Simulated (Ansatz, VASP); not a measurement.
One calculation of O, two programs

```
CELL_PARAMETERS angstrom
10.00000 0.00000 0.00000
0.00000 10.50000 0.00000
0.00000 0.00000 11.00000
ATOMIC_POSITIONS crystal
O 0.50000 0.50000 0.44500
O 0.50000 0.50000 0.55500
```

Alike in both runs: task relaxation of the atoms; functional PBEsol; k mesh 1 × 1 × 1; occupations gaussian, width 0.01 eV; collinear spin.

|  | VASP | Ansatz |
| --- | --- | --- |
| version | VASP 6.6.1 | Ansatz 0.2.0 |
| potentials or method | VASP PAW PBE potentials, release 64 (O), cutoff 520 eV | scalar-relativistic, plane waves, PAW |
| valence electrons in the cell | 12 | 12 |

Ansatz gave:

- gap on the k mesh at the Fermi level, each at its own relaxed structure (eV): 2.24
- net moment per atom (μB): 1.00
- size of the moment on the site where the two differ most (μB): 0.56

Question: Which values does VASP return?

Answer: gap on the k mesh at the Fermi level, each at its own relaxed structure (eV): 2.26; net moment per atom (μB): 1.00; size of the moment on the site where the two differ most (μB): 0.81.

VASP's potentials were made for PBE, not for PBEsol, and Ansatz warns of the same on its side. Site moments also hang on the region over which each program counts them. Ansatz's warnings: stress scf threshold loose.

Noted on VASP's run: the standard files for N, O and F lose accuracy on very short bonds.
